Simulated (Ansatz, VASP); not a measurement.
# KF: VASP beside Ansatz

```
K F
1.0
    -0.10026    2.67350    2.67350
     2.57324    0.00000    2.57324
     2.67350    2.67350   -0.10026
K F
1 1
Direct
  0.00000 0.00000 0.00000
  0.50000 0.50000 0.50000
```

Change from the starting cell: strain -0.0750 x Voigt [0, 0, 0, 0, 1, 0], atoms carried along.

Alike in both runs: task single point; functional r2SCAN; k mesh 8 × 8 × 8; occupations gaussian, width 0.05 eV; no spin polarisation.

|  | VASP | Ansatz |
| --- | --- | --- |
| version | VASP 6.6.1 | Ansatz 0.2.0 |
| potentials or method | VASP PAW PBE potentials, release 64 (K_sv, F), cutoff 520 eV | scalar-relativistic, plane waves, PAW |
| valence electrons in the cell | 16 | 16 |

|  | VASP | Ansatz | Ansatz less VASP |
| --- | --- | --- | --- |
| gap on the k mesh at the Fermi level (eV) | 6.77 | 6.77 | +0.001 |
| least direct gap on the mesh (eV) | 6.77 | 6.77 | +0.001 |
| pressure (GPa) | -0.6 | -0.6 | +0.03 |
| traceless stress, the component that is largest in VASP (GPa) | 0.95 | 0.96 | +0.007 |

VASP's potentials were made for PBE, not for r2SCAN.
